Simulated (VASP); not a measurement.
Si: relaxation of cell and atoms with PBE+D3(BJ)

Crystal: Si.

```
CELL_PARAMETERS angstrom
4.08443 0.00000 0.00000
-2.04222 3.53722 0.00000
0.00000 0.00000 2.61663
ATOMIC_POSITIONS crystal
Si 0.33333 0.66667 0.00000
Si 0.66667 0.33333 0.00000
```

This isn't the form of Si at room conditions, which is diamond.

```yaml
Program: VASP 6.6.1
Task: relaxation of cell and atoms
Functional: PBE
Dispersion: D3(BJ)
Potentials_or_basis: VASP PAW PBE potentials, release 64 (Si)
Cutoff: 600 eV
k_mesh: 12 × 12 × 16
Occupations: gaussian, width 0.1 eV
Spin: no spin polarisation
Dipole_correction: no
Further_INCAR_settings: ALGO = Normal; EDIFF = 1e-07; IBRION = 2; EDIFFG = -0.01; NSW = 80; ISIF = 3
```

```yaml
Relaxed_volume: 18.86 Å³/atom
Relaxed_cell: a = 4.078 Å, b = 4.078 Å, c = 2.618 Å, α = 90.00°, β = 90.00°, γ = 120.00°
Space_group_after_relaxing_to_0.1_Å: P6/mmm (No. 191)
Energy_gained_by_relaxing: 0.1 meV/atom
Ionic_steps: 3
Pressure_after_relaxing: 0.0 GPa
Band_gap_on_the_k_mesh: zero (bands 4 and 5 overlap by 5.78 eV)
Dispersion_energy_per_atom: -0.327 eV
```

The path:
| step | energy change (eV) | largest force (eV/Å) | pressure (GPa) | volume (Å³) |
| --- | --- | --- | --- | --- |
| 1 | 0.0000 | 0.0000 | -0.20 | 37.80 |
| 2 | -0.0001 | 0.0000 | 0.11 | 37.68 |
| 3 | -0.0001 | 0.0000 | 0.02 | 37.71 |

Final structure:
```cif
data_structure
_symmetry_space_group_name_H-M 'P 1'
_symmetry_Int_Tables_number 1
_cell_length_a 4.0785
_cell_length_b 4.0785
_cell_length_c 2.6181
_cell_angle_alpha 90.000
_cell_angle_beta 90.000
_cell_angle_gamma 120.000
_cell_volume 37.71
loop_
_atom_site_label
_atom_site_type_symbol
_atom_site_fract_x
_atom_site_fract_y
_atom_site_fract_z
_atom_site_occupancy
Si1 Si 0.33333 0.66667 0.00000 1
Si2 Si 0.66667 0.33333 0.00000 1
```

Levels at points of the mesh, in eV from the Fermi level:
| k point | band 2 | band 3 | band 4 | band 5 | band 6 | band 7 |
| --- | --- | --- | --- | --- | --- | --- |
| (0.00, 0.00, 0.00) | -2.98 | -2.98 | -2.71 | 1.18 | 1.18 | 5.52 |
| (0.50, 0.00, 0.00) | -8.99 | -4.20 | -1.39 | 6.26 | 7.10 | 7.26 |
| (0.00, 0.00, 0.50) | -6.11 | -0.15 | -0.15 | 1.20 | 3.60 | 4.36 |
| (0.50, 0.00, 0.50) | -5.00 | -4.43 | -2.74 | -1.20 | 3.01 | 3.80 |

Run time: 83 s on 1 thread of Intel Xeon 8259CL (shared host), peak memory 0.21 GiB.
